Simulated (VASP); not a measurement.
A run of VASP 6.6.1:

The input POSCAR:

```
SiF
1.0
    1.3386000000      0.7728400000      3.8983100000
   -1.3386000000      0.7728400000      3.8983100000
    0.0000000000     -1.5456800000      3.8983100000
Si F
1 1
Direct
    0.5000000000      0.5000000000      0.5000000000
    0.0000000000      0.0000000000      0.0000000000
```

The input INCAR.step1:

```
SYSTEM = SiF
PREC = Accurate
ENCUT = 520
EDIFF = 1E-5
ISMEAR = -1
SIGMA = 0.05
LREAL = .FALSE.
LASPH = .TRUE.
NELM = 60
ALGO = Normal
ISIF = 2
LWAVE = .TRUE.
GGA = PE
NBANDS = 12
```

Contents of INCAR.step2:

```
SYSTEM = SiF
PREC = Accurate
ENCUT = 520
EDIFF = 1E-6
ISMEAR = -1
SIGMA = 0.05
LREAL = .FALSE.
LASPH = .TRUE.
NELM = 60
ALGO = Normal
ISIF = 2
LWAVE = .FALSE.
LCHARG = .TRUE.
GGA = PS
LHFCALC = .TRUE.
AEXX = 0.25
PRECFOCK = Normal
LELF = .TRUE.
LVHAR = .TRUE.
ISTART = 1
NBANDS = 12
```

KPOINTS

```
Automatic mesh
0
G
  6 6 6
  0 0 0
```

Potentials or basis: VASP PAW PBE potentials, release 64 (Si, F).

Run with:

```bash
$ cat potpaw_PBE.64/Si/POTCAR potpaw_PBE.64/F/POTCAR > POTCAR
$ cp INCAR.step1 INCAR
$ mpirun -np 1 vasp_std > vasp.out
$ cp INCAR.step2 INCAR
$ mpirun -np 1 vasp_std > vasp.out
```

Hardware: 1 thread of AMD EPYC 7R13 (shared host).

Estimate the wall time of this run.

It took 60 min on 1 thread of AMD EPYC 7R13 (shared host), peak memory 0.15 GiB. Counts: k points 32.
